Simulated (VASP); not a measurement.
Ru2C: single point with PBE

Crystal: Ru2C.

```
Ru C
1.0
     2.71472    0.00000    0.00000
    -1.35736    2.35102    0.00000
     0.00000    0.00000    6.62422
Ru C
2 1
Cartesian
  0.0000 0.0000 -0.1680
  0.0000 0.0000 2.9191
  0.0000 0.0000 4.6877
```

The cell was generated, and may not be a known phase.

```json
{
  "Program": "VASP 6.6.1",
  "Task": "single point",
  "Functional": "PBE",
  "Potentials or basis": "VASP PAW PBE potentials, release 64 (Ru_pv, C)",
  "Cutoff": "600 eV",
  "k mesh": "8 × 8 × 3",
  "Occupations": "gaussian, width 0.2 eV",
  "Spin": "no spin polarisation"
}
```

```
Pressure               : 0.1 GPa
Largest force          : 0.093 eV/Å
Band gap on the k mesh : zero (bands 16 and 17 overlap by 3.29 eV)
```

Forces on the atoms (eV/Å):
```
Ru   0.000  0.000  0.093
Ru   0.000  0.000 -0.093
C    0.000  0.000  0.000
```

Stress tensor (GPa, compression positive):
```
-0.27  0.00  0.00
 0.00 -0.27  0.00
 0.00  0.00  0.93
```

Levels at points of the mesh, in eV from the Fermi level:
```tsv
k point	band 12	band 13	band 14	band 15	band 16	band 17	band 18	band 19	band 20	band 21
(0.00, 0.00, 0.00)	-1.65	-1.65	-1.55	-1.55	-1.16	-1.16	0.48	0.48	5.09	5.09
(0.50, 0.00, 0.00)	-2.66	-2.16	-1.14	-0.16	0.68	2.13	2.15	3.99	4.45	5.90
```

Wall time 43 s on 1 thread of Intel Xeon 8259CL (shared host), peak memory 0.18 GiB.
